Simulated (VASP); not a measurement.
# CsRe (P1) in VASP: further runs

Runs on CsRe. Level: PBE. Tasks: single point.

All numbers are computed with VASP 6.6.1; they aren't measurements. Logs are shortened: lines on timing, memory, paths and dates and some standing lists are left out, and cuts for length are marked.

## (1) The cell of the first run

The typed cell holds 2 atoms: a = 3.689 Å, b = 3.689 Å, c = 5.631 Å, α = 90.00°, β = 90.00°, γ = 120.00°.

## (2) Single point, PBE

The input, INCAR:

```
SYSTEM = CsRe
  ALGO = Normal
  EDIFF = 1E-6
  ENCUT = 560
  GGA = PE
  GGA_COMPAT = .FALSE.
  ISIF = 2
  ISMEAR = -1
  LASPH = .TRUE.
  LCHARG = .TRUE.
  LELF = .TRUE.
  LREAL = .FALSE.
  LVHAR = .TRUE.
  LWAVE = .FALSE.
  NBANDS = 19
  NELM = 120
  PREC = Accurate
  SIGMA = 0.1
```

The input, KPOINTS:

```
k-points
0
G
  8 8 4
  0 0 0
```

The input, POSCAR:

```
CsRe
1.0
    3.6893539700      0.0000000000      0.0000000000
   -1.8446769800      3.1950742600      0.0000000000
    0.0000000000      0.0000000000      5.6314427200
Cs Re
1 1
Direct
    0.0028220000      0.0177320000      0.4944620000
    0.0100150000      0.0159480000      0.0002110000
```

Potentials or basis: VASP PAW PBE potentials, release 64 (Cs_sv, Re_sv_GW).

The run is started by

```console
cat potpaw_PBE.64/Cs_sv/POTCAR potpaw_PBE.64/Re_sv_GW/POTCAR > POTCAR
mpirun -np 1 vasp_std > vasp.out
```

OUTCAR:

```text
SYSTEM = CsRe
   EDIFF = 1E-6
   ENCUT = 560
   GGA = PE
   ISIF = 2
   ISMEAR = -1
   LASPH = .TRUE.
   LREAL = .FALSE.
   NELM = 120
   PREC = Accurate

 ion  position               nearest neighbor table
   1  0.003  0.018  0.494-   2 2.78   2 2.85
   2  0.010  0.016  0.000-   1 2.78   1 2.85

  LATTYP: Found a hexagonal cell.
 ALAT       =     3.6893539700
 C/A-ratio  =     1.5264034749

  Lattice vectors:

 A1 = (   3.6893539700,   0.0000000000,   0.0000000000)
 A2 = (  -1.8446769800,   3.1950742600,   0.0000000000)
 A3 = (   0.0000000000,   0.0000000000,   5.6314427200)

Analysis of symmetry for initial positions (statically):
=====================================================================
 Subroutine PRICEL returns:
 Original cell was already a primitive cell.

 Routine SETGRP: Setting up the symmetry group for a
 hexagonal supercell.

 Subroutine GETGRP returns: Found  1 space group operations
 (whereof  1 operations were pure point group operations)
 out of a pool of 24 trial point group operations.

The static configuration has the point symmetry C_1 .

Analysis of symmetry for dynamics (positions and initial velocities):
=====================================================================
 Subroutine PRICEL returns:
 Original cell was already a primitive cell.

 Routine SETGRP: Setting up the symmetry group for a
 hexagonal supercell.

 Subroutine GETGRP returns: Found  1 space group operations
 (whereof  1 operations were pure point group operations)
 out of a pool of 24 trial point group operations.

The dynamic configuration has the point symmetry C_1 .

 Subroutine INISYM returns: Found  1 space group operations
 (whereof  1 operations are pure point group operations),
 and found     1 'primitive' translations

----------------------------------------------------------------------------------------

                                     Primitive cell

  volume of cell :      66.3821

  direct lattice vectors                    reciprocal lattice vectors
     3.689353970  0.000000000  0.000000000     0.271050164  0.156490885  0.000000000
    -1.844676980  3.195074260  0.000000000     0.000000000  0.312981771  0.000000000
     0.000000000  0.000000000  5.631442720     0.000000000  0.000000000  0.177574389

  length of vectors
     3.689353970  3.689353966  5.631442720     0.312981771  0.312981771  0.177574389

  position of ions in fractional coordinates (direct lattice)
     0.002822000  0.017732000  0.494462000
     0.010015000  0.015948000  0.000211000

  ion indices of the primitive-cell ions
   primitive index   ion index
                 1           1
                 2           2

----------------------------------------------------------------------------------------

 KPOINTS: k-points

Automatic generation of k-mesh.
 Grid dimensions read from file:
 generate k-points for:    8    8    4

 Generating k-lattice:

  Cartesian coordinates                     Fractional coordinates (reciprocal lattice)
     0.033881271  0.019561361  0.000000000     0.125000000  0.000000000  0.000000000
     0.000000000  0.039122721  0.000000000     0.000000000  0.125000000  0.000000000
     0.000000000  0.000000000  0.044393597     0.000000000  0.000000000  0.250000000

  Length of vectors
     0.039122721  0.039122721  0.044393597

  Shift w.r.t. Gamma in fractional coordinates (k-lattice)
     0.000000000  0.000000000  0.000000000

 Subroutine IBZKPT returns following result:
 ===========================================

 Found    132 irreducible k-points:

 Following reciprocal coordinates:
            Coordinates               Weight
  0.000000  0.000000  0.000000      1.000000
  0.125000 -0.000000  0.000000      2.000000
  0.000000  0.125000  0.000000      2.000000
 -0.125000  0.125000  0.000000      2.000000
  0.250000 -0.000000  0.000000      2.000000
  0.000000  0.250000  0.000000      2.000000
[... 16 lines left out ...]
  0.375000  0.125000  0.000000      2.000000
 -0.125000  0.500000  0.000000      2.000000
 [... further k-points ...]
   k-points           NKPTS =    132   k-points in BZ     NKDIM =    132   number of bands    NBANDS=     19
   number of dos      NEDOS =    301   number of ions     NIONS =      2
   total plane-waves  NPLWV =  37632
   dimension x,y,z NGX =    28 NGY =   28 NGZ =   48
   dimension x,y,z NGXF=    56 NGYF=   56 NGZF=   96
   ions per type =               1   1
   NGX,Y,Z   is equivalent  to a cutoff of  12.62, 12.62, 14.17 a.u.
   NGXF,Y,Z  is equivalent  to a cutoff of  25.23, 25.23, 28.34 a.u.
 SYSTEM =  CsRe
   PREC   = accura    normal or accurate (medium, high low for compatibility)
   ISTART =      0    job   : 0-new  1-cont  2-samecut
   ICHARG =      2    charge: 1-file 2-atom 10-const
   ISPIN  =      1    spin polarized calculation?
   LNONCOLLINEAR =      F non collinear calculations
   LSORBIT =      F    spin-orbit coupling
   LASPH  =      T    aspherical Exc in radial PAW
   ENCUT  =  560.0 eV  41.16 Ry    6.42 a.u.   7.12  7.12 10.87*2*pi/ulx,y,z
   NELM   =    120;   NELMIN=  2; NELMDL= -5     # of ELM steps
   EDIFF  = 0.1E-05   stopping-criterion for ELM
   LREAL  =      F    real-space projection
   EDIFFG = 0.1E-04   stopping-criterion for IOM
   NSW    =      0    number of steps for IOM
   IBRION =     -1    ionic relax: 0-MD 1-quasi-New 2-CG
   NFREE  =      0    steps in history (QN), initial steepest desc. (CG)
   ISIF   =      2    stress and relaxation
   ISYM   =      2    0-nonsym 1-usesym 2-fastsym
   POTIM  = 0.5000    time-step for ionic-motion
   TEBEG  =    0.0;   TEEND  =   0.0 temperature during run
   PSTRESS=    0.0 pullay stress
   NELECT =      24.0000    total number of electrons
   NUPDOWN=      -1.0000    fix difference up-down
   EMIN   =  10.00;   EMAX   =-10.00  energy-range for DOS
   EFERMI =   0.00;   METHOD = LEGACY
   ISMEAR =    -1;   SIGMA  =   0.10  broadening in eV -4-tet -1-fermi 0-gaus
   EFERMI_NEDOS =   21; number of points for ismear=-14 and -15
   IALGO  =     38    algorithm
   IMIX   =      4    mixing-type and parameters
     AMIX     =   0.40;   BMIX     =  1.00
     AMIX_MAG =   1.60;   BMIX_MAG =  1.00
  volume/ion in A,a.u.               =      33.19       223.98
  Fermi-wavevector in a.u.,A,eV,Ry     =   1.166259  2.203910 18.506094  1.360160
  Thomas-Fermi vector in A             =   2.302774
   LORBIT       =      0    0 simple, 1 ext, 2 COOP (PROOUT), +10 PAW based schemes
   GGA     = PE    functional components
   LHFCALC =     F    Hartree Fock is set to
   AEXX    =    0.0000 exact exchange contribution
   IVDW    =     0    specifies the selected vdW correction
   LEPSILON=     F    determine dielectric tensor
   LRPA    =     F    only Hartree local field effects (RPA)
 non-spin polarized calculation
  energy-cutoff  :      560.00
  volume of cell :       66.38
 maximum number of plane-waves:      2013
   NGX = 15   NGY = 15   NGZ = 21

 number of electron      24.0000002 magnetization

 Free energy of the ion-electron system (eV)
  ---------------------------------------------------
  ext. energy  EPLUGINS =         0.00000000
  ---------------------------------------------------
  free energy    TOTEN  =        -8.47358542 eV

  energy without entropy =       -8.28081897  energy(sigma->0) =       -8.37720219

 E-fermi :   4.0670     XC(G=0):  -9.6487

 val. band max:        4.0657224435   @ k =  -0.1250  -0.2500  -0.2500
 cond. band min:       4.0747132545   @ k =   0.5000   0.3750   0.2500
 fundamental gap:      0.0089908109
 Fermi energy:         4.0670183773

 k-point     1 :       0.0000    0.0000    0.0000
  band No.  band energies     occupation
      1     -75.4849      2.00000
      2     -37.2933      2.00000
      3     -37.2926      2.00000
      4     -37.2711      2.00000
      5     -18.9835      2.00000
      6      -5.9988      2.00000
[... 11 lines left out ...]
     18       8.9889      0.00000
     19      12.9139      0.00000

 k-point     2 :       0.1250   -0.0000    0.0000
  band No.  band energies     occupation
      1     -75.4848      2.00000
      2     -37.2979      2.00000
      3     -37.2940      2.00000
      4     -37.2706      2.00000
      5     -18.9258      2.00000
      6      -5.9302      2.00000
[... 11 lines left out ...]
     18       9.4746      0.00000
     19      12.8103      0.00000

 k-point     3 :       0.0000    0.1250    0.0000
  band No.  band energies     occupation
      1     -75.4848      2.00000
      2     -37.2975      2.00000
      3     -37.2945      2.00000
      4     -37.2706      2.00000
      5     -18.9258      2.00000
      6      -5.9302      2.00000
[... 11 lines left out ...]
     18       9.4745      0.00000
     19      12.8128      0.00000

 k-point     4 :      -0.1250    0.1250    0.0000
  band No.  band energies     occupation
      1     -75.4848      2.00000
      2     -37.2981      2.00000
      3     -37.2938      2.00000
      4     -37.2706      2.00000
      5     -18.9258      2.00000
      6      -5.9302      2.00000
[... 11 lines left out ...]
     18       9.4746      0.00000
     19      12.8093      0.00000

 k-point     5 :       0.2500   -0.0000    0.0000
  band No.  band energies     occupation
      1     -75.4847      2.00000
      2     -37.3092      2.00000
      3     -37.2972      2.00000
      4     -37.2696      2.00000
      5     -18.7813      2.00000
      6      -5.7640      2.00000
[... 11 lines left out ...]
     18      10.8300      0.00000
     19      11.7747      0.00000
[... 334 lines left out ...]
      2     -37.3151      2.00000
      3     -37.3014      2.00000
      4     -37.2687      2.00000
      5     -18.6744      2.00000
      6      -6.2106      2.00000
[... 11 lines left out ...]
     18      10.1047      0.00000
     19      11.2390      0.00000

 k-point    22 :       0.3750   -0.1250    0.0000
  band No.  band energies     occupation
      1     -75.4845      2.00000
      2     -37.3157      2.00000
      3     -37.3008      2.00000
      4     -37.2687      2.00000
      5     -18.6744      2.00000
      6      -6.2109      2.00000
[... 11 lines left out ...]
     18      10.1036      0.00000
     19      11.2408      0.00000

 k-point    23 :       0.3750    0.1250    0.0000
  band No.  band energies     occupation
      1     -75.4843      2.00000
      2     -37.3225      2.00000
      3     -37.3039      2.00000
      4     -37.2678      2.00000
      5     -18.5629      2.00000
      6      -6.6954      2.00000
[... 11 lines left out ...]
     18      10.6859      0.00000
     19      11.4001      0.00000

 k-point    24 :      -0.1250    0.5000    0.0000
  band No.  band energies     occupation
      1     -75.4843      2.00000
      2     -37.3222      2.00000
      3     -37.3043      2.00000
      4     -37.2678      2.00000
      5     -18.5629      2.00000
      6      -6.6952      2.00000
[... 11 lines left out ...]
     18      10.6841      0.00000
     19      11.4011      0.00000

 [... further k-points ...]

------------------------ aborting loop because EDIFF is reached ----------------------------------------

  FORCE on cell =-STRESS in cart. coord.  units (eV):
  Direction    XX          YY          ZZ          XY          YZ          ZX
  --------------------------------------------------------------------------------------
  -------------------------------------------------------------------------------------
  Total       -5.2964246     -5.2989587      2.0621174     -0.0005803      0.0011070     -0.0057563
  in kB     -127.8328367   -127.8939972     49.7706172     -0.0140051      0.0267174     -0.1389334
  external PRESSURE =     -68.6520722 kB  Pullay stress =       0.0000000 kB

 VOLUME and BASIS-vectors are now :
 -----------------------------------------------------------------------------
  energy-cutoff  :      560.00
  volume of cell :       66.38
      direct lattice vectors                 reciprocal lattice vectors
     3.689353970  0.000000000  0.000000000     0.271050164  0.156490885  0.000000000
    -1.844676980  3.195074260  0.000000000     0.000000000  0.312981771  0.000000000
     0.000000000  0.000000000  5.631442720     0.000000000  0.000000000  0.177574389

 POSITION                                       TOTAL-FORCE (eV/Angst)
 -----------------------------------------------------------------------------------
     -0.02230      0.05666      2.78453        -0.064376      0.012356      0.222923
      0.00753      0.05096      0.00119         0.064376     -0.012356     -0.222923
 -----------------------------------------------------------------------------------
    total drift:                               -0.000272     -0.000100     -0.000037

  FREE ENERGIE OF THE ION-ELECTRON SYSTEM (eV)
  ---------------------------------------------------
  free  energy   TOTEN  =        -8.4735854152 eV

  energy  without entropy=       -8.2808189727  energy(sigma->0) =       -8.37720219
```

Run time: 1.9 min. Hardware: 1 thread of Intel Xeon Platinum 8488C (Sapphire Rapids), shared host; peak memory 0.34 GiB.

Results:

```
Free energy            : -8.4736 eV
Pressure               : -6.9 GPa
Largest force          : 0.232 eV/Å
Band gap on the k mesh : zero (bands 12 and 13 overlap by 1.09 eV)
```

Forces on the atoms (eV/Å):
```
Cs  -0.064  0.012  0.223
Re   0.064 -0.012 -0.223
```

Caveat: the stress differs along the axes, from -13 to 5 GPa; spin-orbit coupling is left out, which moves the levels of the heavy elements.

## (3) Single point, PBE

The input, INCAR:

```
PREC = Accurate
ENCUT = 560
EDIFF = 1E-6
ISMEAR = 0
SIGMA = 0.05
LREAL = F
LASPH = T
NELM = 120
ALGO = Normal
ISIF = 2
LWAVE = F
LCHARG = T
GGA = PE
LELF = T
LVHAR = T
NBANDS = 19
GGA_COMPAT = F
```

The input, KPOINTS:

```
regular mesh
0
Gamma
  6 6 4
```

POSCAR is that of step 2.

Potentials or basis: VASP PAW PBE potentials, release 64 (Cs_sv, Re_sv_GW).

The run is started by

```console
cat potpaw_PBE.64/Cs_sv/POTCAR potpaw_PBE.64/Re_sv_GW/POTCAR > POTCAR
mpirun -np 1 vasp_std > vasp.out
```

Wall time 63 s (1 thread of Intel Xeon Platinum 8375C at 2.90GHz (Ice Lake), shared host); peak memory 0.27 GiB.

The run converged. Its results:

| Item | Value |
| --- | --- |
| Free energy | -8.3406 eV |
| Pressure | -7.4 GPa |
| Largest force | 0.271 eV/Å |
| Band gap on the k mesh | zero (bands 12 and 13 overlap by 0.83 eV) |

Forces on the atoms (eV/Å):
```
Cs  -0.158  0.030  0.218
Re   0.158 -0.030 -0.218
```

Stress tensor (GPa, compression positive):
```
-13.12   0.00  -0.01
  0.00 -13.13   0.00
 -0.01   0.00   4.11
```

Levels at points of the mesh, in eV from the Fermi level:
```tsv
k point	band 10	band 11	band 12	band 13	band 14	band 15
(0.00, 0.00, 0.00)	-1.33	-0.15	-0.15	-0.02	-0.02	2.02
(0.50, 0.00, 0.00)	-1.83	-1.12	-0.36	1.27	1.65	1.92
(0.00, 0.50, 0.00)	-1.83	-1.12	-0.36	1.27	1.65	1.92
(0.50, 0.50, 0.00)	-1.83	-1.12	-0.36	1.27	1.65	1.92
(0.00, 0.00, 0.50)	-0.11	-0.11	0.46	0.46	0.82	2.04
(0.50, 0.00, 0.50)	-0.69	-0.14	0.23	1.28	1.43	1.56
(0.00, 0.50, 0.50)	-0.68	-0.13	0.23	1.28	1.43	1.56
(0.50, 0.50, 0.50)	-0.69	-0.14	0.23	1.28	1.43	1.56
```

Caveat: the stress differs along the axes, from -13 to 4 GPa; spin-orbit coupling is left out, which moves the levels of the heavy elements.

[end of part 1 of 2]

The gap in the log of VASP goes by the Fermi energy; the results here count the filled bands.